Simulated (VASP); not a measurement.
Input of a VASP 6.6.1 run:

INCAR

```
PREC     = Accurate       # precision mode
ENCUT    = 520            # plane-wave cutoff, eV
EDIFF    = 1E-6           # SCF threshold, eV
ISMEAR   = -1             # smearing method
SIGMA    = 0.05           # smearing width, eV
LREAL    = Auto         
LASPH    = T              # aspherical terms in the spheres
NELM     = 80             # most SCF steps
ALGO     = Normal         # electronic algorithm
ISIF     = 2              # what is computed and relaxed
LWAVE    = F              # write WAVECAR
LCHARG   = T              # write CHGCAR
GGA      = PS             # functional
LELF     = T              # ELF
LVHAR    = T            
NBANDS   = 80             # bands
```

The input KPOINTS:

```
Automatic mesh
0
Gamma
  2 2 3
```

File POSCAR:

```
La3Si8Os8
1.0
    0.0000000000      8.3997880000      0.0000000000
    8.3997880000      0.0000000000      0.0000000000
    2.0999470000      2.0999470000     -5.0309210000
Os Si La
8 8 3
Direct
    0.3750551428      0.1252380045      0.5007651680
    0.1240271043      0.3762523985      0.5007800759
    0.3733013474      0.6285485036      0.5023764038
    0.1273750804      0.8744616735      0.5024004551
    0.8717479535      0.1269939192      0.4991402171
    0.6258316053      0.3729136746      0.4991241166
    0.8750844062      0.6251965518      0.5007947849
    0.6240742297      0.8762127361      0.5007772931
    0.1818373052      0.1814413429      0.2727993542
    0.3188590230      0.3184515127      0.7287397278
    0.1831253055      0.6843054543      0.2706512386
    0.3193817332      0.8205443815      0.7331442891
    0.6797466220      0.1809076037      0.2683655736
    0.8159754771      0.3171375302      0.7309089131
    0.6802806096      0.6830111547      0.2727983604
    0.8172923726      0.8200220843      0.7287480761
   -0.0004299419      0.5007290159      0.0007606957
    0.9995793565      0.0007317666      0.0007549314
    0.4995643022      0.5007281411      0.0007646711
```

Potentials or basis: VASP PAW PBE potentials, release 64 (Os, Si, La).

Run with:

```sh
$ cat potpaw_PBE.64/Os/POTCAR potpaw_PBE.64/Si/POTCAR potpaw_PBE.64/La/POTCAR > POTCAR
$ mpirun -np 1 vasp_std > vasp.out
```

(1) What does it give for the largest force?

(2) Predict the pressure.

## Answers

(1) 0.067 eV/Å.

(2) -4.4 GPa.

Caveat: the k points lie up to 0.42 Å⁻¹ apart, too coarse for converged energies and pressures of a metal; the PAW data sets were made with another functional, which shifts forces and pressure a little.
